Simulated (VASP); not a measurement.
# P (Fd-3m) in VASP: notebook, part 2 of 2

VASP 6.6.1. Earlier steps stand in the parts before.

### Step 3. Single point, PBE, non-collinear spin, zero start, spin-orbit coupling

This run uses another cell than the first one, of 18.60 Å³/atom.

Input file INCAR:

```
SYSTEM = P
  ALGO = Normal
  EDIFF = 1E-6
  ENCUT = 500
  GGA = PE
  GGA_COMPAT = .False.
  ISIF = 2
  ISMEAR = -1
  LASPH = .True.
  LCHARG = .True.
  LORBIT = 11
  LORBMOM = .True.
  LREAL = .False.
  LSORBIT = .True.
  LVHAR = .True.
  LWAVE = .False.
  MAGMOM = 0 0 0 0 0 0
  NBANDS = 22
  NELM = 200
  PREC = Accurate
  SIGMA = 0.1
```

Input file KPOINTS:

```
k-points
0
Gamma
  12 12 12
  0 0 0
```

Input file POSCAR:

```
P
1.0
    0.0000000000      2.6494133553      2.6494133553
    2.6494133553      0.0000000000      2.6494133553
    2.6494133553      2.6494133553      0.0000000000
P
2
Direct
   -0.1250000000     -0.1250000000     -0.1250000000
    0.1250000000      0.1250000000      0.1250000000
```

Potentials or basis: VASP PAW PBE potentials, release 64 (P).

Started as:

```bash
> cat potpaw_PBE.64/P/POTCAR > POTCAR
> mpirun -np 1 vasp_ncl > vasp.out
```

OUTCAR:

```text
SYSTEM = P
   EDIFF = 1E-6
   ENCUT = 500
   GGA = PE
   ISIF = 2
   ISMEAR = -1
   LASPH = .True.
   LORBIT = 11
   LREAL = .False.
   LSORBIT = .True.
   NELM = 200
   PREC = Accurate

 ion  position               nearest neighbor table
   1  0.875  0.875  0.875-   2 2.29   2 2.29   2 2.29   2 2.29
   2  0.125  0.125  0.125-   1 2.29   1 2.29   1 2.29   1 2.29

  LATTYP: Found a face centered cubic cell.
 ALAT       =     5.2988267106

  Lattice vectors:

 A1 = (   0.0000000000,   2.6494133553,   2.6494133553)
 A2 = (   2.6494133553,   0.0000000000,   2.6494133553)
 A3 = (   2.6494133553,   2.6494133553,   0.0000000000)

Analysis of symmetry for initial positions (statically):
=====================================================================
 Subroutine PRICEL returns:
 Original cell was already a primitive cell.

 Routine SETGRP: Setting up the symmetry group for a
 face centered cubic supercell.

 Subroutine GETGRP returns: Found 48 space group operations
 (whereof 12 operations were pure point group operations)
 out of a pool of 48 trial point group operations.

The static configuration has the point symmetry D_3d.
 The point group associated with its full space group is O_h .

Analysis of symmetry for dynamics (positions and initial velocities):
=====================================================================
 Subroutine PRICEL returns:
 Original cell was already a primitive cell.

 Routine SETGRP: Setting up the symmetry group for a
 face centered cubic supercell.

 Subroutine GETGRP returns: Found 48 space group operations
 (whereof 12 operations were pure point group operations)
 out of a pool of 48 trial point group operations.

The dynamic configuration has the point symmetry D_3d.
 The point group associated with its full space group is O_h .

Analysis of structural, dynamic, and magnetic symmetry:
=====================================================================
 Subroutine PRICEL returns:
 Original cell was already a primitive cell.

 Routine SETGRP: Setting up the symmetry group for a
 face centered cubic supercell.

 Subroutine GETGRP returns: Found 48 space group operations
 (whereof 12 operations were pure point group operations)
 out of a pool of 48 trial point group operations.

The overall configuration has the point symmetry D_3d.
 The point group associated with its full space group is O_h .

 Subroutine INISYM returns: Found 48 space group operations
 (whereof 12 operations are pure point group operations),
 and found     1 'primitive' translations

----------------------------------------------------------------------------------------

                                     Primitive cell

  volume of cell :      37.1945

  direct lattice vectors                    reciprocal lattice vectors
     0.000000000  2.649413355  2.649413355    -0.188721023  0.188721023  0.188721023
     2.649413355  0.000000000  2.649413355     0.188721023 -0.188721023  0.188721023
     2.649413355  2.649413355  0.000000000     0.188721023  0.188721023 -0.188721023

  length of vectors
[... 143 lines left out ...]
      1      -8.7841      1.00000
      2      -8.7841      1.00000
      3       3.7140      1.00000
      4       3.7140      1.00000
      5       3.7803      1.00000
      6       3.7803      1.00000
[... 589 lines left out ...]
     21      17.0783      0.00000
     22      17.0783      0.00000

 [... further k-points ...]
[... 5 lines left out ...]
  --------------------------------------------------------------------------------------
  -------------------------------------------------------------------------------------
  Total        1.2549084      1.2549084      1.2549084      0.0000000      0.0000000      0.0000000
  in kB       54.0559435     54.0559435     54.0559435      0.0000000      0.0000000      0.0000000
  external PRESSURE =      54.0559435 kB  Pullay stress =       0.0000000 kB

 VOLUME and BASIS-vectors are now :
 -----------------------------------------------------------------------------
  energy-cutoff  :      500.00
  volume of cell :       37.19
      direct lattice vectors                 reciprocal lattice vectors
     0.000000000  2.649413355  2.649413355    -0.188721023  0.188721023  0.188721023
     2.649413355  0.000000000  2.649413355     0.188721023 -0.188721023  0.188721023
     2.649413355  2.649413355  0.000000000     0.188721023  0.188721023 -0.188721023

 POSITION                                       TOTAL-FORCE (eV/Angst)
 -----------------------------------------------------------------------------------
      4.63647      4.63647      4.63647         0.000000      0.000000      0.000000
      0.66235      0.66235      0.66235        -0.000000     -0.000000     -0.000000
 -----------------------------------------------------------------------------------
    total drift:                                0.000000     -0.000000     -0.000000

  FREE ENERGIE OF THE ION-ELECTRON SYSTEM (eV)
  ---------------------------------------------------
  free  energy   TOTEN  =        -9.6093025453 eV

  energy  without entropy=       -9.5808975937  energy(sigma->0) =       -9.59510007

 orbital moment (x)

 # of ion     p       tot
 --------------------------------
  1         0.000   0.000
  2         0.000   0.000
 --------------------------------
            0.000   0.000

 orbital moment (y)

 # of ion     p       tot
 --------------------------------
  1         0.000   0.000
  2         0.000   0.000
 --------------------------------
            0.000   0.000

 orbital moment (z)

 # of ion     p       tot
 --------------------------------
  1         0.000   0.000
  2         0.000   0.000
 --------------------------------
            0.000   0.000

 Spin-Orbit-Coupling matrix elements

 Ion:    1  E_soc:     -0.0009448
 l=   1
     0.0000000    -0.0001575    -0.0001575
    -0.0001575     0.0000000    -0.0001575
    -0.0001575    -0.0001575     0.0000000
 l=   2
     0.0000000     0.0000000     0.0000000     0.0000000     0.0000000
     0.0000000     0.0000000     0.0000000     0.0000000     0.0000000
     0.0000000     0.0000000     0.0000000     0.0000000     0.0000000
     0.0000000     0.0000000     0.0000000     0.0000000     0.0000000
     0.0000000     0.0000000     0.0000000     0.0000000     0.0000000
 l=   3
     0.0000000     0.0000000     0.0000000     0.0000000     0.0000000     0.0000000     0.0000000
     0.0000000     0.0000000     0.0000000     0.0000000     0.0000000     0.0000000     0.0000000
     0.0000000     0.0000000     0.0000000     0.0000000     0.0000000     0.0000000     0.0000000
     0.0000000     0.0000000     0.0000000     0.0000000     0.0000000     0.0000000     0.0000000
     0.0000000     0.0000000     0.0000000     0.0000000     0.0000000     0.0000000     0.0000000
     0.0000000     0.0000000     0.0000000     0.0000000     0.0000000     0.0000000     0.0000000
     0.0000000     0.0000000     0.0000000     0.0000000     0.0000000     0.0000000     0.0000000

 Ion:    2  E_soc:     -0.0009448
 l=   1
     0.0000000    -0.0001575    -0.0001575
    -0.0001575     0.0000000    -0.0001575
    -0.0001575    -0.0001575     0.0000000
 l=   2
     0.0000000     0.0000000     0.0000000     0.0000000     0.0000000
     0.0000000     0.0000000     0.0000000     0.0000000     0.0000000
     0.0000000     0.0000000     0.0000000     0.0000000     0.0000000
     0.0000000     0.0000000     0.0000000     0.0000000     0.0000000
     0.0000000     0.0000000     0.0000000     0.0000000     0.0000000
 l=   3
     0.0000000     0.0000000     0.0000000     0.0000000     0.0000000     0.0000000     0.0000000
     0.0000000     0.0000000     0.0000000     0.0000000     0.0000000     0.0000000     0.0000000
     0.0000000     0.0000000     0.0000000     0.0000000     0.0000000     0.0000000     0.0000000
     0.0000000     0.0000000     0.0000000     0.0000000     0.0000000     0.0000000     0.0000000
     0.0000000     0.0000000     0.0000000     0.0000000     0.0000000     0.0000000     0.0000000
     0.0000000     0.0000000     0.0000000     0.0000000     0.0000000     0.0000000     0.0000000
     0.0000000     0.0000000     0.0000000     0.0000000     0.0000000     0.0000000     0.0000000

 total charge

# of ion       s       p       d       tot
------------------------------------------
    1        1.121   1.300   0.000   2.421
    2        1.121   1.300   0.000   2.421
--------------------------------------------------
tot          2.242   2.600   0.000   4.841

 magnetization (x)

# of ion       s       p       d       tot
------------------------------------------
    1       -0.000  -0.000   0.000  -0.000
    2       -0.000  -0.000   0.000  -0.000
--------------------------------------------------
tot         -0.000  -0.000   0.000  -0.000

 magnetization (y)

# of ion       s       p       d       tot
------------------------------------------
    1        0.000  -0.000   0.000   0.000
    2        0.000  -0.000   0.000   0.000
--------------------------------------------------
tot          0.000  -0.000   0.000   0.000

 magnetization (z)

# of ion       s       p       d       tot
------------------------------------------
    1        0.000  -0.000   0.000  -0.000
    2        0.000  -0.000   0.000  -0.000
--------------------------------------------------
tot          0.000  -0.000   0.000  -0.000
```

OSZICAR:

```text
N       E                     dE             d eps       ncg     rms          rms(c)
DAV:   1     0.253939181722E+02    0.25394E+02   -0.39785E+03  3168   0.751E+02
DAV:   2    -0.793486281653E+01   -0.33329E+02   -0.31694E+02  4278   0.132E+02
DAV:   3    -0.966256301694E+01   -0.17277E+01   -0.17044E+01  4154   0.268E+01
DAV:   4    -0.968108078890E+01   -0.18518E-01   -0.18507E-01  3858   0.335E+00
DAV:   5    -0.968134602599E+01   -0.26524E-03   -0.26523E-03  3966   0.387E-01    0.859E+00
DAV:   6    -0.963325604367E+01    0.48090E-01   -0.15416E-02  3766   0.750E-01    0.513E+00
DAV:   7    -0.960935021869E+01    0.23906E-01   -0.30246E-02  3702   0.110E+00    0.190E-01
DAV:   8    -0.960935990715E+01   -0.96885E-05   -0.23189E-03  3740   0.310E-01    0.118E-01
DAV:   9    -0.960929820331E+01    0.61704E-04   -0.25196E-04  3630   0.918E-02    0.255E-02
DAV:  10    -0.960930112462E+01   -0.29213E-05   -0.15066E-05  3726   0.269E-02    0.228E-02
DAV:  11    -0.960930260936E+01   -0.14847E-05   -0.21290E-06  3804   0.107E-02    0.603E-03
DAV:  12    -0.960930254531E+01    0.64052E-07   -0.50935E-08  2010   0.166E-03
   1 F= -.96093025E+01 E0= -.95951001E+01  d E =-.284050E-01  mag=    -0.0000    -0.0000    -0.0000
```

stdout:

```text
POSCAR found type information on POSCAR P
 POSCAR found :  1 types and       2 ions
 scaLAPACK will be used
 LDA part: xc-table for (Slater+PW92), standard interpolation
 POSCAR, INCAR and KPOINTS ok, starting setup
 FFT: planning ... GRIDC
 FFT: planning ... GRID_SOFT
 FFT: planning ... GRID
 WAVECAR not read
 entering main loop
```

Run time: 3.8 min. Hardware: 1 thread of AMD EPYC 7R13, shared host; peak memory 0.24 GiB.

Results:

| Quantity | Value |
| --- | --- |
| Free energy | -9.6093 eV |
| Pressure | 5.4 GPa |
| Net moment | 0.00 μB per cell |
| Valence electrons inside the program's atomic spheres | P 2.42 |

Moments on the atoms (μB; x, y, z):
```
P   0.00 0.00 0.00
P   0.00 0.00 0.00
```

Caveat: the cell stands under pressure.
